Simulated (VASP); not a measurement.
# Ga (Pm-3m) in VASP: notebook

Runs on Ga. Level: PBE. Tasks: single point.

Everything below comes from runs of VASP 6.6.1. Logs are shortened: lines on timing, memory, paths and dates and some standing lists are left out, and cuts for length are marked.

### 1 The cell of the first run

Symmetry: Pm-3m, No. 221, cubic system. The conventional cell has a = 2.612 Å, b = 2.612 Å, c = 2.612 Å, α = 90.00°, β = 90.00°, γ = 90.00°. Within 3.4 Å of Ga (site symmetry m-3m) lie 6 Ga at 2.61 Å.

This isn't the form of Ga at room conditions, which is orthorhombic.

### 2 Single point, PBE

INCAR reads:

```
SYSTEM = Ga
PREC = Accurate
ENCUT = 520
EDIFF = 1E-6
ISMEAR = -1
SIGMA = 0.05
LREAL = .FALSE.
LASPH = .TRUE.
NELM = 80
ALGO = Normal
ISIF = 2
LWAVE = .FALSE.
LCHARG = .FALSE.
GGA = PE
NBANDS = 12
```

KPOINTS reads:

```
regular mesh
0
G
  15 15 15
  0 0 0
```

POSCAR reads:

```
Ga
1.0
    2.6117084263      0.0000000000      0.0000000000
    0.0000000000      2.6117084263      0.0000000000
    0.0000000000      0.0000000000      2.6117084263
Ga
1
Direct
    0.0000000000      0.0000000000      0.0000000000
```

Potentials or basis: VASP PAW PBE potentials, release 64 (Ga_d).

Launch:

```sh
> cat potpaw_PBE.64/Ga_d/POTCAR > POTCAR
> mpirun -np 1 vasp_std > vasp.out
```

OUTCAR:

```text
SYSTEM = Ga
   PREC = Accurate
   ENCUT = 520
   EDIFF = 1E-6
   ISMEAR = -1
   LREAL = .FALSE.
   LASPH = .TRUE.
   NELM = 80
   ISIF = 2
   GGA = PE

 ion  position               nearest neighbor table
   1  0.000  0.000  0.000-

  LATTYP: Found a simple cubic cell.
 ALAT       =     2.6117084263

  Lattice vectors:

 A1 = (   2.6117084263,   0.0000000000,   0.0000000000)
 A2 = (   0.0000000000,   2.6117084263,   0.0000000000)
 A3 = (   0.0000000000,   0.0000000000,   2.6117084263)

Analysis of symmetry for initial positions (statically):
=====================================================================
 Subroutine PRICEL returns:
 Original cell was already a primitive cell.

 Routine SETGRP: Setting up the symmetry group for a
 simple cubic supercell.

 Subroutine GETGRP returns: Found 48 space group operations
 (whereof 48 operations were pure point group operations)
 out of a pool of 48 trial point group operations.

The static configuration has the point symmetry O_h .

Analysis of symmetry for dynamics (positions and initial velocities):
=====================================================================
 Subroutine PRICEL returns:
 Original cell was already a primitive cell.

 Routine SETGRP: Setting up the symmetry group for a
 simple cubic supercell.

 Subroutine GETGRP returns: Found 48 space group operations
 (whereof 48 operations were pure point group operations)
 out of a pool of 48 trial point group operations.

The dynamic configuration has the point symmetry O_h .

 Subroutine INISYM returns: Found 48 space group operations
 (whereof 48 operations are pure point group operations),
 and found     1 'primitive' translations

----------------------------------------------------------------------------------------

                                     Primitive cell

  volume of cell :      17.8145

  direct lattice vectors                    reciprocal lattice vectors
     2.611708426  0.000000000  0.000000000     0.382891134  0.000000000  0.000000000
     0.000000000  2.611708426  0.000000000     0.000000000  0.382891134  0.000000000
     0.000000000  0.000000000  2.611708426     0.000000000  0.000000000  0.382891134

  length of vectors
     2.611708426  2.611708426  2.611708426     0.382891134  0.382891134  0.382891134

  position of ions in fractional coordinates (direct lattice)
     0.000000000  0.000000000  0.000000000

  ion indices of the primitive-cell ions
   primitive index   ion index
                 1           1

----------------------------------------------------------------------------------------

 KPOINTS: regular mesh

Automatic generation of k-mesh.
 Grid dimensions read from file:
 generate k-points for:   15   15   15

 Generating k-lattice:

  Cartesian coordinates                     Fractional coordinates (reciprocal lattice)
     0.025526076  0.000000000  0.000000000     0.066666667  0.000000000  0.000000000
     0.000000000  0.025526076  0.000000000     0.000000000  0.066666667  0.000000000
     0.000000000  0.000000000  0.025526076     0.000000000  0.000000000  0.066666667

  Length of vectors
     0.025526076  0.025526076  0.025526076

  Shift w.r.t. Gamma in fractional coordinates (k-lattice)
     0.000000000  0.000000000  0.000000000

 Subroutine IBZKPT returns following result:
 ===========================================

 Found    120 irreducible k-points:

 Following reciprocal coordinates:
            Coordinates               Weight
  0.000000  0.000000  0.000000      1.000000
  0.066667  0.000000  0.000000      6.000000
  0.133333  0.000000  0.000000      6.000000
  0.200000  0.000000  0.000000      6.000000
  0.266667  0.000000  0.000000      6.000000
  0.333333  0.000000  0.000000      6.000000
[... 16 lines left out ...]
  0.266667  0.200000  0.000000     24.000000
  0.333333  0.200000  0.000000     24.000000
 [... further k-points ...]
   k-points           NKPTS =    120   k-points in BZ     NKDIM =    120   number of bands    NBANDS=     12
   number of dos      NEDOS =    301   number of ions     NIONS =      1
   total plane-waves  NPLWV =   8000
   dimension x,y,z NGX =    20 NGY =   20 NGZ =   20
   dimension x,y,z NGXF=    40 NGYF=   40 NGZF=   40
   ions per type =               1
   NGX,Y,Z   is equivalent  to a cutoff of  12.73, 12.73, 12.73 a.u.
   NGXF,Y,Z  is equivalent  to a cutoff of  25.46, 25.46, 25.46 a.u.
 SYSTEM =  Ga
   PREC   = accura    normal or accurate (medium, high low for compatibility)
   ISTART =      0    job   : 0-new  1-cont  2-samecut
   ICHARG =      2    charge: 1-file 2-atom 10-const
   ISPIN  =      1    spin polarized calculation?
   LNONCOLLINEAR =      F non collinear calculations
   LSORBIT =      F    spin-orbit coupling
   LASPH  =      T    aspherical Exc in radial PAW
   ENCUT  =  520.0 eV  38.22 Ry    6.18 a.u.   4.86  4.86  4.86*2*pi/ulx,y,z
   NELM   =     80;   NELMIN=  2; NELMDL= -5     # of ELM steps
   EDIFF  = 0.1E-05   stopping-criterion for ELM
   LREAL  =      F    real-space projection
   EDIFFG = 0.1E-04   stopping-criterion for IOM
   NSW    =      0    number of steps for IOM
   IBRION =     -1    ionic relax: 0-MD 1-quasi-New 2-CG
   NFREE  =      0    steps in history (QN), initial steepest desc. (CG)
   ISIF   =      2    stress and relaxation
   ISYM   =      2    0-nonsym 1-usesym 2-fastsym
   POTIM  = 0.5000    time-step for ionic-motion
   TEBEG  =    0.0;   TEEND  =   0.0 temperature during run
   PSTRESS=    0.0 pullay stress
   NELECT =      13.0000    total number of electrons
   NUPDOWN=      -1.0000    fix difference up-down
   EMIN   =  10.00;   EMAX   =-10.00  energy-range for DOS
   EFERMI =   0.00;   METHOD = LEGACY
   ISMEAR =    -1;   SIGMA  =   0.05  broadening in eV -4-tet -1-fermi 0-gaus
   EFERMI_NEDOS =   21; number of points for ismear=-14 and -15
   IALGO  =     38    algorithm
   IMIX   =      4    mixing-type and parameters
     AMIX     =   0.40;   BMIX     =  1.00
     AMIX_MAG =   1.60;   BMIX_MAG =  1.00
  volume/ion in A,a.u.               =      17.81       120.22
  Fermi-wavevector in a.u.,A,eV,Ry     =   1.473888  2.785245 29.556574  2.172347
  Thomas-Fermi vector in A             =   2.588727
   LORBIT       =      0    0 simple, 1 ext, 2 COOP (PROOUT), +10 PAW based schemes
   GGA     = PE    functional components
   LHFCALC =     F    Hartree Fock is set to
   AEXX    =    0.0000 exact exchange contribution
   IVDW    =     0    specifies the selected vdW correction
   LEPSILON=     F    determine dielectric tensor
   LRPA    =     F    only Hartree local field effects (RPA)
 non-spin polarized calculation
  energy-cutoff  :      520.00
  volume of cell :       17.81
 maximum number of plane-waves:       493
 NGX is ok and might be reduce to    20
   NGX =  9   NGY =  9   NGZ =  9

 number of electron      12.9999989 magnetization

 Free energy of the ion-electron system (eV)
  ---------------------------------------------------
  ext. energy  EPLUGINS =         0.00000000
  ---------------------------------------------------
  free energy    TOTEN  =        -2.77643891 eV

  energy without entropy =       -2.77321520  energy(sigma->0) =       -2.77482706

 E-fermi :   5.7991     XC(G=0): -11.2260

 val. band max:        5.7902785825   @ k =   0.3333   0.2000   0.0667
 cond. band min:       5.8345172653   @ k =   0.4667   0.4000   0.4000
 fundamental gap:      0.0442386829
 Fermi energy:         5.7990504391

 k-point     1 :       0.0000    0.0000    0.0000
  band No.  band energies     occupation
      1      -9.4968      2.00000
      2      -9.4968      2.00000
      3      -8.8202      2.00000
      4      -8.8202      2.00000
      5      -8.8202      2.00000
      6      -5.5936      2.00000
      7      15.5909      0.00000
      8      15.5909      0.00000
      9      15.5909      0.00000
     10      18.4871      0.00000
     11      18.4871      0.00000
     12      21.6008      0.00000

 k-point     2 :       0.0667    0.0000    0.0000
  band No.  band energies     occupation
      1      -9.4944      2.00000
      2      -9.4777      2.00000
      3      -8.8284      2.00000
      4      -8.8284      2.00000
      5      -8.8195      2.00000
      6      -5.4950      2.00000
      7      14.0202      0.00000
      8      15.6965      0.00000
      9      15.6965      0.00000
     10      18.5685      0.00000
     11      19.6677      0.00000
     12      22.2231      0.00000

 k-point     3 :       0.1333    0.0000    0.0000
  band No.  band energies     occupation
      1      -9.4877      2.00000
      2      -9.4247      2.00000
      3      -8.8516      2.00000
      4      -8.8516      2.00000
      5      -8.8176      2.00000
      6      -5.1971      2.00000
      7      11.6037      0.00000
      8      16.0098      0.00000
      9      16.0098      0.00000
     10      18.8131      0.00000
     11      20.5797      0.00000
     12      24.4139      0.00000
[... 286 lines left out ...]
 k-point    23 :       0.2667    0.2000    0.0000
  band No.  band energies     occupation
      1      -9.3809      2.00000
      2      -9.1564      2.00000
      3      -9.0253      2.00000
      4      -8.9168      2.00000
      5      -8.8740      2.00000
      6      -3.1026      2.00000
      7       7.7223      0.00000
      8      10.9267      0.00000
      9      18.1368      0.00000
     10      20.8687      0.00000
     11      22.2314      0.00000
     12      28.7154      0.00000

 k-point    24 :       0.3333    0.2000    0.0000
  band No.  band energies     occupation
      1      -9.3653      2.00000
      2      -9.0741      2.00000
      3      -9.0726      2.00000
      4      -8.9525      2.00000
      5      -8.8702      2.00000
      6      -2.2037      2.00000
      7       5.6942      1.78141
      8      11.6985      0.00000
      9      18.9546      0.00000
     10      19.4914      0.00000
     11      22.4423      0.00000
     12      28.3120      0.00000

 [... further k-points ...]
[... 5 lines left out ...]
  --------------------------------------------------------------------------------------
  -------------------------------------------------------------------------------------
  Total        0.8368547      0.8368547      0.8368547     -0.0000000     -0.0000000      0.0000000
  in kB       75.2638730     75.2638730     75.2638730     -0.0000000     -0.0000000      0.0000000
  external PRESSURE =      75.2638730 kB  Pullay stress =       0.0000000 kB

 VOLUME and BASIS-vectors are now :
 -----------------------------------------------------------------------------
  energy-cutoff  :      520.00
  volume of cell :       17.81
      direct lattice vectors                 reciprocal lattice vectors
     2.611708426  0.000000000  0.000000000     0.382891134  0.000000000  0.000000000
     0.000000000  2.611708426  0.000000000     0.000000000  0.382891134  0.000000000
     0.000000000  0.000000000  2.611708426     0.000000000  0.000000000  0.382891134

 POSITION                                       TOTAL-FORCE (eV/Angst)
 -----------------------------------------------------------------------------------
      0.00000      0.00000      0.00000         0.000000      0.000000      0.000000
 -----------------------------------------------------------------------------------
    total drift:                                0.000000      0.000000      0.000000

  FREE ENERGIE OF THE ION-ELECTRON SYSTEM (eV)
  ---------------------------------------------------
  free  energy   TOTEN  =        -2.7764389079 eV

  energy  without entropy=       -2.7732152045  energy(sigma->0) =       -2.77482706
```

Wall time 21 s (1 thread of Intel Xeon 8259CL, shared host); peak memory 0.14 GiB.

What came out:

| Item | Value |
| --- | --- |
| Free energy | -2.7764 eV |
| Pressure | 7.5 GPa |
| Band gap on the k mesh | zero (an odd number of electrons rules out a gap without spin polarisation) |

Levels at points of the mesh, in eV from the Fermi level:
| k point | band 3 | band 4 | band 5 | band 6 | band 7 | band 8 | band 9 | band 10 |
| --- | --- | --- | --- | --- | --- | --- | --- | --- |
| (0.00, 0.00, 0.00) | -14.62 | -14.62 | -14.62 | -11.39 | 9.79 | 9.79 | 9.79 | 12.69 |

Caveat: the cell stands under pressure.

### 3 Single point, PBE

INCAR reads:

```
SYSTEM = Ga
PREC = Accurate
ENCUT = 520
EDIFF = 1E-7
ISMEAR = -1
SIGMA = 0.05
LREAL = .FALSE.
LASPH = .TRUE.
NELM = 80
ALGO = Normal
ISIF = 2
LWAVE = .FALSE.
LCHARG = .TRUE.
GGA = PE
LELF = .TRUE.
LVHAR = .TRUE.
NBANDS = 12
```

KPOINTS reads:

```
Automatic mesh
0
G
  15 15 15
  0 0 0
```

POSCAR reads:

```
Ga
1.0
    2.6120802929      0.0000000000      0.0000000000
    0.0000000000      2.6120802929      0.0000000000
    0.0000000000      0.0000000000      2.6120802929
Ga
1
Direct
    0.0000000000      0.0000000000      0.0000000000
```

Potentials or basis: VASP PAW PBE potentials, release 64 (Ga_d).

Launch:

```sh
> cat potpaw_PBE.64/Ga_d/POTCAR > POTCAR
> mpirun -np 1 vasp_std > vasp.out
```

OUTCAR:

```text
SYSTEM = Ga
   PREC = Accurate
   ENCUT = 520
   EDIFF = 1E-7
   ISMEAR = -1
   LREAL = .FALSE.
   LASPH = .TRUE.
   NELM = 80
   ISIF = 2
   GGA = PE

 ion  position               nearest neighbor table
   1  0.000  0.000  0.000-

  LATTYP: Found a simple cubic cell.
 ALAT       =     2.6120802929

  Lattice vectors:

 A1 = (   2.6120802929,   0.0000000000,   0.0000000000)
 A2 = (   0.0000000000,   2.6120802929,   0.0000000000)
 A3 = (   0.0000000000,   0.0000000000,   2.6120802929)

Analysis of symmetry for initial positions (statically):
=====================================================================
 Subroutine PRICEL returns:
 Original cell was already a primitive cell.

 Routine SETGRP: Setting up the symmetry group for a
 simple cubic supercell.

 Subroutine GETGRP returns: Found 48 space group operations
 (whereof 48 operations were pure point group operations)
 out of a pool of 48 trial point group operations.

The static configuration has the point symmetry O_h .

Analysis of symmetry for dynamics (positions and initial velocities):
=====================================================================
[... 160 lines left out ...]
 fundamental gap:      0.0433568061
 Fermi energy:         5.7947504380

 k-point     1 :       0.0000    0.0000    0.0000
  band No.  band energies     occupation
      1      -9.5000      2.00000
      2      -9.5000      2.00000
      3      -8.8241      2.00000
      4      -8.8241      2.00000
      5      -8.8241      2.00000
      6      -5.5944      2.00000
      7      15.5838      0.00000
      8      15.5838      0.00000
      9      15.5838      0.00000
     10      18.4801      0.00000
     11      18.4801      0.00000
     12      21.5914      0.00000
[... 331 lines left out ...]
 k-point    24 :       0.3333    0.2000    0.0000
  band No.  band energies     occupation
      1      -9.3686      2.00000
      2      -9.0777      2.00000
      3      -9.0762      2.00000
      4      -8.9562      2.00000
      5      -8.8740      2.00000
      6      -2.2057      2.00000
      7       5.6902      1.78012
      8      11.6924      0.00000
      9      18.9460      0.00000
     10      19.4840      0.00000
     11      22.4341      0.00000
     12      28.2803      0.00000

 [... further k-points ...]
[... 5 lines left out ...]
  --------------------------------------------------------------------------------------
  -------------------------------------------------------------------------------------
  Total        0.8323056      0.8323056      0.8323056      0.0000000      0.0000000      0.0000000
  in kB       74.8227764     74.8227764     74.8227764      0.0000000      0.0000000      0.0000000
  external PRESSURE =      74.8227764 kB  Pullay stress =       0.0000000 kB

 VOLUME and BASIS-vectors are now :
 -----------------------------------------------------------------------------
  energy-cutoff  :      520.00
  volume of cell :       17.82
      direct lattice vectors                 reciprocal lattice vectors
     2.612080293  0.000000000  0.000000000     0.382836624  0.000000000  0.000000000
     0.000000000  2.612080293  0.000000000     0.000000000  0.382836624  0.000000000
     0.000000000  0.000000000  2.612080293     0.000000000  0.000000000  0.382836624

 POSITION                                       TOTAL-FORCE (eV/Angst)
 -----------------------------------------------------------------------------------
      0.00000      0.00000      0.00000         0.000000      0.000000      0.000000
 -----------------------------------------------------------------------------------
    total drift:                                0.000000      0.000000      0.000000

  FREE ENERGIE OF THE ION-ELECTRON SYSTEM (eV)
  ---------------------------------------------------
  free  energy   TOTEN  =        -2.7767988359 eV

  energy  without entropy=       -2.7735705843  energy(sigma->0) =       -2.77518471
```

OSZICAR:

```text
N       E                     dE             d eps       ncg     rms          rms(c)
DAV:   1     0.437034172986E+02    0.43703E+02   -0.66875E+03  3068   0.192E+03
DAV:   2    -0.749874301441E+00   -0.44453E+02   -0.42865E+02  3040   0.260E+02
DAV:   3    -0.278602213262E+01   -0.20361E+01   -0.20319E+01  3344   0.458E+01
DAV:   4    -0.280339387789E+01   -0.17372E-01   -0.17370E-01  3240   0.441E+00
DAV:   5    -0.280358225850E+01   -0.18838E-03   -0.18838E-03  3404   0.433E-01    0.107E+00
DAV:   6    -0.278014922199E+01    0.23433E-01   -0.49414E-02  3584   0.456E+00    0.518E-01
DAV:   7    -0.277711005051E+01    0.30392E-02   -0.77070E-03  3756   0.150E+00    0.150E-01
DAV:   8    -0.277679389351E+01    0.31616E-03   -0.82641E-04  3344   0.473E-01    0.159E-02
DAV:   9    -0.277679881768E+01   -0.49242E-05   -0.12315E-05  3316   0.365E-02    0.369E-03
DAV:  10    -0.277679883590E+01   -0.18224E-07   -0.63258E-07  3768   0.129E-02
   1 F= -.27767988E+01 E0= -.27751847E+01  d E =-.322825E-02
```

Run time: 18 s. Hardware: 1 thread of Intel Xeon 8259CL, shared host; peak memory 0.14 GiB.

What came out:

- Free energy: -2.7768 eV
- Pressure: 7.5 GPa
- Band gap on the k mesh: zero (an odd number of electrons rules out a gap without spin polarisation)

Caveat: the cell stands under pressure.
